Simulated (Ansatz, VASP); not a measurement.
Be: VASP beside Ansatz

```xyz
2
Lattice="0.0000 2.4495 2.4495 2.4495 0.0000 2.4495 2.4495 2.4495 0.0000" Properties=species:S:1:pos:R:3 pbc="T T T"
Be    0.6124    0.6124    0.6124
Be    4.2866    4.2866    4.2866
```

Alike in both runs: functional PBE; k mesh 12 × 12 × 12; occupations fermi-dirac, width 0.1 eV; no spin polarisation.

Ansatz relaxed the structure, and its values are those at the end. VASP's run is a single point on that final structure, the one shown.

```csv
,VASP,Ansatz
version,VASP 6.6.1,Ansatz 0.2.0
potentials or method,"VASP PAW PBE potentials, release 64 (Be), cutoff 520 eV","plane waves (420 eV) with PAW, scalar-relativistic"
valence electrons in the cell,4,4
```

|  | VASP | Ansatz | Ansatz less VASP |
| --- | --- | --- | --- |
| pressure (GPa) | 0.0 | 0.0 | -0.03 |
